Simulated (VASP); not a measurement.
Crystal: Fe.

```
CELL_PARAMETERS angstrom
-1.48153 1.43424 1.45901
1.46753 -1.43096 1.44173
1.45354 1.40297 -1.45574
ATOMIC_POSITIONS crystal
Fe 0.98721 0.99305 0.98531
```

This cell differs from its parent crystal: the cell strained at random.

Base run:

```yaml
Program: VASP 6.6.1
Functional: PBEsol
Potentials_or_basis: VASP PAW PBE potentials, release 64 (Fe)
Cutoff: 520 eV
k_mesh: 13 × 13 × 13
Occupations: fermi-dirac, width 0.05 eV
Spin: collinear spin, ferromagnetic start
Starting_moments: "[3.0] μB"
```

Its results: pressure -17.4 GPa; net moment 2.30 μB per cell; site moments Fe +2.30 μB.

Problem. The run is repeated on the same cell with these changes: functional from PBEsol to PBE. What comes out?

Solution. Pressure -8.9 GPa; net moment 2.29 μB per cell; site moments Fe +2.30 μB.

PBE binds less tightly than PBEsol, so the same cell stands under more pressure.

Caveats: the cell stands under tension; the PAW data sets were made with another functional, which shifts forces and pressure a little (at least some runs).
